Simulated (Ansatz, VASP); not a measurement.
**Two plane-wave programs on Ti**

Contents of INCAR:

```
SYSTEM = Ti
PREC = Accurate
ENCUT = 600
EDIFF = 1E-7
ISMEAR = 0
SIGMA = 0.1
LREAL = .FALSE.
LASPH = .TRUE.
NELM = 100
ALGO = Fast
ISIF = 3
LWAVE = .FALSE.
LCHARG = .FALSE.
GGA = PE
IBRION = 2
NSW = 100
EDIFFG = -0.01
```

KPOINTS

```
regular mesh
0
G
  24 24 24
  0 0 0
```

Contents of POSCAR:

```
Ti
1.0
    0.0000000000      2.0563341165      2.0563341165
    2.0563341165      0.0000000000      2.0563341165
    2.0563341165      2.0563341165      0.0000000000
Ti
1
Direct
    0.5000000000      0.5000000000      0.5000000000
```

Input for Ansatz:

```yaml
crystal:
  lattice:
    - [0.0, 2.0563341165, 2.0563341165]
    - [2.0563341165, 0.0, 2.0563341165]
    - [2.0563341165, 2.0563341165, 0.0]
  atoms:
    - { symbol: Ti, position: [0.5, 0.5, 0.5] }
basis:
  ecutwfc: 420
kpoints:
  mp_grid: { grid: [24, 24, 24] }
hamiltonian:
  xc: pbe
scf:
  occupations: { method: gaussian, width: 0.1 }
output:
  forces: true
  stress: true
  eigenvalues: true
  write_density: true
  write_potential: true
  elf: true
  volumetric_format: npy
relax:
  adjacent_minimum: "off"
  f_tol: 0.01
  max_steps: 80
  cell: { stress_tol: 0.05 }
```

Alike in both runs: task relaxation of cell and atoms; functional PBE; k mesh 24 × 24 × 24; occupations gaussian, width 0.1 eV; no spin polarisation.

```csv
,VASP,Ansatz
version,VASP 6.6.1,Ansatz 0.2.0
potentials or method,"VASP PAW PBE potentials, release 64 (Ti_sv), cutoff 600 eV","scalar-relativistic, plane waves, PAW"
valence electrons in the cell,12,12
```

VASP gave:

| Quantity | Value |
| --- | --- |
| gap on the k mesh at the Fermi level, each at its own relaxed structure (eV) | none |
| relaxed volume (Å³/atom) | 17.34 |
| relaxed cell length with the largest relative difference (Å) | 2.905 |

Problem. Which values does Ansatz return?

Solution. gap on the k mesh at the Fermi level, each at its own relaxed structure (eV): none; relaxed volume (Å³/atom): 17.39; relaxed cell length with the largest relative difference (Å): 2.908.

A gap of «none» marks a metal or a gap that the smearing closes.
